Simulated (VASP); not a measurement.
# HfGe (P4/mmm) in VASP: notebook, part 2 of 2

VASP 6.6.1. The steps go on from the part before.

**5. Single point, PBE-based screened hybrid**

This run uses another cell than the first one, of 22.64 Å³/atom, 0.989 times its volume.

File POSCAR:

```
HfGe
1.0
    3.7654208606      0.0000000000      0.0000000000
    0.0000000000      3.7654208606      0.0000000000
    0.0000000000      0.0000000000      3.1932749183
Hf Ge
1 1
Direct
    0.5000000000      0.5000000000      0.0000000000
    0.0000000000      0.0000000000      0.0000000000
```

File INCAR.step1:

```
PREC     = Accurate       # precision mode
ENCUT    = 520            # plane-wave cutoff, eV
EDIFF    = 1E-5           # SCF threshold, eV
ISMEAR   = -1             # smearing method
SIGMA    = 0.05           # smearing width, eV
LREAL    = False          # projectors in reciprocal space
LASPH    = True           # aspherical terms in the spheres
NELM     = 80             # most SCF steps
ALGO     = Normal         # electronic algorithm
ISIF     = 2              # what is computed and relaxed
LWAVE    = True           # write WAVECAR
NBANDS   = 19             # bands
GGA      = PE             # functional
```

File INCAR.step2:

```
PREC     = Accurate       # precision mode
ENCUT    = 520            # plane-wave cutoff, eV
EDIFF    = 1E-6           # SCF threshold, eV
ISMEAR   = -1             # smearing method
SIGMA    = 0.05           # smearing width, eV
LREAL    = False          # projectors in reciprocal space
LASPH    = True           # aspherical terms in the spheres
NELM     = 80             # most SCF steps
ALGO     = Normal         # electronic algorithm
ISIF     = 2              # what is computed and relaxed
LWAVE    = False          # write WAVECAR
LCHARG   = True           # write CHGCAR
GGA      = PE             # functional
LHFCALC  = True           # exact exchange
AEXX     = 0.25           # exact-exchange fraction
HFSCREEN = 0.3            # screening, 1/A
PRECFOCK = Normal       
LELF     = True           # ELF
LVHAR    = True         
NBANDS   = 19             # bands
ISTART   = 1
```

File KPOINTS:

```
regular mesh
0
Gamma
  4 4 4
```

Potentials or basis: VASP PAW PBE potentials, release 64 (Hf_pv, Ge_d).

Run with:

```bash
> cat potpaw_PBE.64/Hf_pv/POTCAR potpaw_PBE.64/Ge_d/POTCAR > POTCAR
> cp INCAR.step1 INCAR
> mpirun -np 1 vasp_std > vasp.out
> cp INCAR.step2 INCAR
> mpirun -np 1 vasp_std > vasp.out
```

OUTCAR:

```text
PREC = Accurate
   ENCUT = 520
   EDIFF = 1E-6
   ISMEAR = -1
   LREAL = False
   LASPH = True
   NELM = 80
   ISIF = 2
   GGA = PE
   LHFCALC = True
   AEXX = 0.25
   HFSCREEN = 0.3
   PRECFOCK = Normal
   ISTART = 1

 ion  position               nearest neighbor table
   1  0.500  0.500  0.000-   2 2.66   2 2.66   2 2.66   2 2.66
   2  0.000  0.000  0.000-   1 2.66   1 2.66   1 2.66   1 2.66

  LATTYP: Found a simple tetragonal cell.
 ALAT       =     3.7654208606
 C/A-ratio  =     0.8480525913

  Lattice vectors:

 A1 = (   3.7654208606,   0.0000000000,   0.0000000000)
 A2 = (   0.0000000000,   3.7654208606,   0.0000000000)
 A3 = (   0.0000000000,   0.0000000000,   3.1932749183)

Analysis of symmetry for initial positions (statically):
=====================================================================
 Subroutine PRICEL returns:
 Original cell was already a primitive cell.

 Routine SETGRP: Setting up the symmetry group for a
 simple tetragonal supercell.

 Subroutine GETGRP returns: Found 16 space group operations
 (whereof 16 operations were pure point group operations)
 out of a pool of 16 trial point group operations.

The static configuration has the point symmetry D_4h.

Analysis of symmetry for dynamics (positions and initial velocities):
=====================================================================
 Subroutine PRICEL returns:
 Original cell was already a primitive cell.

 Routine SETGRP: Setting up the symmetry group for a
 simple tetragonal supercell.

[... 112 lines left out ...]
   ISMEAR =    -1;   SIGMA  =   0.05  broadening in eV -4-tet -1-fermi 0-gaus
   EFERMI_NEDOS =   21; number of points for ismear=-14 and -15
   IALGO  =     38    algorithm
   IMIX   =      1    mixing-type and parameters
     AMIX     =   0.40;   BMIX     =  1.00
     AMIX_MAG =   1.60;   BMIX_MAG =  1.00
  volume/ion in A,a.u.               =      22.64       152.77
  Fermi-wavevector in a.u.,A,eV,Ry     =   1.324923  2.503742 23.883969  1.755422
  Thomas-Fermi vector in A             =   2.454422
   LORBIT       =      0    0 simple, 1 ext, 2 COOP (PROOUT), +10 PAW based schemes
   GGA     = PE    functional components
   LHFCALC =     T    Hartree Fock is set to
   PRECFOCK=normal    Normal, Fast or Accurate (Low or Medium for compatibility)
   ENCUT4O =  -1.0   cutoff for four orbital integrals eV
   NKREDX  =     1    reduce k-point grid by
   NKREDY  =     1    reduce k-point grid by
   NKREDZ  =     1    reduce k-point grid by
   AEXX    =    0.2500 exact exchange contribution
   HFSCREEN=    0.3000 screening length (either q_TF or 0.3 A-1)
   HFSCREENC=   0.3000 screening length for correlation (either q_TF or 0.3 A-1)
   ENCUTFOCK=  -1.0 apply spherical cutoff to Coloumb kernel
   IVDW    =     0    specifies the selected vdW correction
   LEPSILON=     F    determine dielectric tensor
   LRPA    =     F    only Hartree local field effects (RPA)
 non-spin polarized calculation
  energy-cutoff  :      520.00
  volume of cell :       45.28
 maximum number of plane-waves:      1244
  NGX = 24; NGY = 24; NGZ = 18

 number of electron      23.9999971 magnetization

 Free energy of the ion-electron system (eV)
  ---------------------------------------------------
  ext. energy  EPLUGINS =         0.00000000
  ---------------------------------------------------
  free energy    TOTEN  =       -15.85748480 eV

  energy without entropy =      -15.84634225  energy(sigma->0) =      -15.85191352

 E-fermi :   4.4245     XC(G=0):  -8.9778

 val. band max:        4.3880043549   @ k =   0.5000   0.2500   0.2500
 cond. band min:       4.5572683047   @ k =   0.0000   0.0000   0.5000
 fundamental gap:      0.1692639498
 Fermi energy:         4.4244769426

 k-point     1 :       0.0000    0.0000    0.0000
  band No.  band energies     occupation
      1     -28.4385      2.00000
      2     -28.4385      2.00000
      3     -28.4332      2.00000
      4     -22.4338      2.00000
      5     -22.3434      2.00000
      6     -22.3434      2.00000
[... 373 lines left out ...]
      6     -22.3635      2.00000
[... 11 lines left out ...]
     18      11.5176      0.00000
     19      12.7390      0.00000

------------------------ aborting loop because EDIFF is reached ----------------------------------------

  FORCE on cell =-STRESS in cart. coord.  units (eV):
  Direction    XX          YY          ZZ          XY          YZ          ZX
  --------------------------------------------------------------------------------------
  -------------------------------------------------------------------------------------
  Total       -0.2967259     -0.2967259     -0.1270767      0.0000000     -0.0000000      0.0000000
  in kB      -10.5003219    -10.5003219     -4.4968987      0.0000000     -0.0000000      0.0000000
  external PRESSURE =      -8.4991808 kB  Pullay stress =       0.0000000 kB

 VOLUME and BASIS-vectors are now :
 -----------------------------------------------------------------------------
  energy-cutoff  :      520.00
  volume of cell :       45.28
      direct lattice vectors                 reciprocal lattice vectors
     3.765420861  0.000000000  0.000000000     0.265574563  0.000000000  0.000000000
     0.000000000  3.765420861  0.000000000     0.000000000  0.265574563  0.000000000
     0.000000000  0.000000000  3.193274918     0.000000000  0.000000000  0.313158129

 POSITION                                       TOTAL-FORCE (eV/Angst)
 -----------------------------------------------------------------------------------
      1.88271      1.88271      0.00000         0.000000      0.000000      0.000000
      0.00000      0.00000      0.00000         0.000000      0.000000      0.000000
 -----------------------------------------------------------------------------------
    total drift:                                0.000003      0.000004     -0.000001

  FREE ENERGIE OF THE ION-ELECTRON SYSTEM (eV)
  ---------------------------------------------------
  free  energy   TOTEN  =       -15.8574847990 eV

  energy  without entropy=      -15.8463422480  energy(sigma->0) =      -15.85191352
```

It took 20 min on 1 thread of Intel Xeon Platinum 8175M at 2.50GHz (Skylake/Cascade Lake), shared host; peak memory 0.28 GiB.

What came out:

| Quantity | Value |
| --- | --- |
| Free energy | -15.8575 eV |
| Pressure | -0.8 GPa |
| Band gap on the k mesh | zero (band 12 reaches 5.69 eV, above the bottom of band 13 at 3.88 eV) |

Stress tensor (GPa, compression positive):
```
-1.05  0.00  0.00
 0.00 -1.05  0.00
 0.00  0.00 -0.45
```

Caveat: the k points lie up to 0.49 Å⁻¹ apart; the PAW data sets were made with another functional, which shifts forces and pressure a little; spin-orbit coupling is left out, which moves the levels of the heavy elements.

**6. Single point, PBE0**

This run uses another cell than the first one, of 28.71 Å³/atom, 1.254 times its volume.

File POSCAR:

```
HfGe
1.0
    3.6910762302      0.0000000000      0.0000000000
    0.0000000000      3.6910762302      0.0000000000
    0.0000000000      0.0000000000      4.2140546766
Hf Ge
1 1
Direct
    0.5000000000      0.5000000000      0.0000000000
    0.0000000000      0.0000000000      0.0000000000
```

File INCAR.step1:

```
SYSTEM = HfGe
PREC = Accurate
ENCUT = 520
EDIFF = 1E-5
ISMEAR = -1
SIGMA = 0.05
LREAL = .False.
LASPH = .True.
NELM = 60
ALGO = Normal
ISIF = 2
LWAVE = .True.
LCHARG = .False.
GGA = PE
NBANDS = 19
```

File INCAR.step2:

```
SYSTEM = HfGe
PREC = Accurate
ENCUT = 520
EDIFF = 1E-7
ISMEAR = -1
SIGMA = 0.05
LREAL = .False.
LASPH = .True.
NELM = 60
ALGO = Normal
ISIF = 2
LWAVE = .False.
LCHARG = .False.
GGA = PE
LHFCALC = .True.
AEXX = 0.25
PRECFOCK = Normal
ISTART = 1
NBANDS = 19
```

File KPOINTS:

```
Automatic mesh
0
Gamma
  4 4 4
  0 0 0
```

Potentials or basis: VASP PAW PBE potentials, release 64 (Hf_pv, Ge_d).

Run with:

```bash
> cat potpaw_PBE.64/Hf_pv/POTCAR potpaw_PBE.64/Ge_d/POTCAR > POTCAR
> cp INCAR.step1 INCAR
> mpirun -np 1 vasp_std > vasp.out
> cp INCAR.step2 INCAR
> mpirun -np 1 vasp_std > vasp.out
```

OUTCAR:

```text
SYSTEM = HfGe
   PREC = Accurate
   ENCUT = 520
   EDIFF = 1E-7
   ISMEAR = -1
   LREAL = .False.
   LASPH = .True.
   NELM = 60
   ISIF = 2
   GGA = PE
   LHFCALC = .True.
   AEXX = 0.25
   PRECFOCK = Normal
   ISTART = 1

 ion  position               nearest neighbor table
   1  0.500  0.500  0.000-   2 2.61   2 2.61   2 2.61   2 2.61
   2  0.000  0.000  0.000-   1 2.61   1 2.61   1 2.61   1 2.61

  LATTYP: Found a simple tetragonal cell.
 ALAT       =     3.6910762302
 C/A-ratio  =     1.1416872516

  Lattice vectors:

 A1 = (   3.6910762302,   0.0000000000,   0.0000000000)
 A2 = (   0.0000000000,   3.6910762302,   0.0000000000)
 A3 = (   0.0000000000,   0.0000000000,   4.2140546766)

Analysis of symmetry for initial positions (statically):
=====================================================================
 Subroutine PRICEL returns:
 Original cell was already a primitive cell.

 Routine SETGRP: Setting up the symmetry group for a
 simple tetragonal supercell.

[... 161 lines left out ...]
  ext. energy  EPLUGINS =         0.00000000
  ---------------------------------------------------
  free energy    TOTEN  =       -17.24313889 eV

  energy without entropy =      -17.24306012  energy(sigma->0) =      -17.24309950

 E-fermi :   2.7229     XC(G=0):  -7.4040

 val. band max:        2.3494522201   @ k =   0.2500   0.2500   0.0000
 cond. band min:       3.0703662091   @ k =   0.5000   0.5000   0.5000
 fundamental gap:      0.7209139890
 Fermi energy:         2.7228793297

 k-point     1 :       0.0000    0.0000    0.0000
  band No.  band energies     occupation
      1     -31.5137      2.00000
      2     -31.0235      2.00000
      3     -31.0235      2.00000
      4     -24.4492      2.00000
      5     -24.4026      2.00000
      6     -24.4026      2.00000
[... 373 lines left out ...]
      6     -24.4082      2.00000
[... 11 lines left out ...]
     18       8.0195      0.00000
     19      10.1647      0.00000

------------------------ aborting loop because EDIFF is reached ----------------------------------------

  FORCE on cell =-STRESS in cart. coord.  units (eV):
  Direction    XX          YY          ZZ          XY          YZ          ZX
  --------------------------------------------------------------------------------------
  -------------------------------------------------------------------------------------
  Total       -0.3092837     -0.3092837     -0.1244498      0.0000000      0.0000000      0.0000000
  in kB       -8.6310073     -8.6310073     -3.4729493      0.0000000      0.0000000      0.0000000
  external PRESSURE =      -6.9116546 kB  Pullay stress =       0.0000000 kB

 VOLUME and BASIS-vectors are now :
 -----------------------------------------------------------------------------
  energy-cutoff  :      520.00
  volume of cell :       57.41
      direct lattice vectors                 reciprocal lattice vectors
     3.691076230  0.000000000  0.000000000     0.270923692  0.000000000  0.000000000
     0.000000000  3.691076230  0.000000000     0.000000000  0.270923692  0.000000000
     0.000000000  0.000000000  4.214054677     0.000000000  0.000000000  0.237301145

 POSITION                                       TOTAL-FORCE (eV/Angst)
 -----------------------------------------------------------------------------------
      1.84554      1.84554      0.00000         0.000000      0.000000      0.000000
      0.00000      0.00000      0.00000         0.000000      0.000000      0.000000
 -----------------------------------------------------------------------------------
    total drift:                               -0.000003     -0.000000      0.000003

  FREE ENERGIE OF THE ION-ELECTRON SYSTEM (eV)
  ---------------------------------------------------
  free  energy   TOTEN  =       -17.2431388879 eV

  energy  without entropy=      -17.2430601183  energy(sigma->0) =      -17.24309950
```

OUTCAR.step1:

```text
SYSTEM = HfGe
   PREC = Accurate
   ENCUT = 520
   EDIFF = 1E-5
   ISMEAR = -1
   LREAL = .False.
[... 610 lines left out ...]
      1.84554      1.84554      0.00000         0.000000      0.000000      0.000000
      0.00000      0.00000      0.00000         0.000000      0.000000      0.000000
 -----------------------------------------------------------------------------------
    total drift:                               -0.000000      0.000000     -0.000000

  FREE ENERGIE OF THE ION-ELECTRON SYSTEM (eV)
  ---------------------------------------------------
  free  energy   TOTEN  =       -13.5311603193 eV

  energy  without entropy=      -13.5154421973  energy(sigma->0) =      -13.52330126
```

Run time: 17 min. Hardware: 1 thread of Intel Xeon Platinum 8559C (Emerald Rapids), shared host; peak memory 0.19 GiB.

Results:

```
Free energy            : -17.2431 eV
Pressure               : -0.7 GPa
Band gap on the k mesh : zero (band 12 reaches 5.39 eV, above the bottom of band 13 at 2.08 eV)
```

Stress tensor (GPa, compression positive):
```
-0.86  0.00  0.00
 0.00 -0.86  0.00
 0.00  0.00 -0.35
```

Caveat: the k points lie up to 0.43 Å⁻¹ apart; the PAW data sets were made with another functional, which shifts forces and pressure a little; spin-orbit coupling is left out, which moves the levels of the heavy elements.

**7. Overview**

```csv
level,cell,screening parameter,share of exact exchange,gap on the mesh (eV),pressure (GPa)
HSE06,"a = 3.757, b = 3.757, c = 3.243 Å, 2 atoms",0.2079 1/Å,-,none,-0.9
PBEsol-based global hybrid,"a = 3.720, b = 3.720, c = 3.228 Å, 2 atoms",-,0.25,none,-1.1
PBE-based screened hybrid,"a = 3.765, b = 3.765, c = 3.193 Å, 2 atoms",0.3 1/Å,0.25,none,-0.8
PBE0,"a = 3.691, b = 3.691, c = 4.214 Å, 2 atoms",-,-,none,-0.7
```

Alike in all rows: task single point; potentials or basis VASP PAW PBE potentials, release 64 (Hf_pv, Ge_d); no spin polarisation; k mesh 4 × 4 × 4; cutoff (eV) 520; smearing fermi-dirac 0.05 eV.

Caveats: all runs use coarse meshes; the PAW data sets were made with another functional, which shifts forces and pressure a little; spin-orbit coupling is left out, which moves the levels of the heavy elements.

Absolute energies hang on the potentials; compare differences alone.
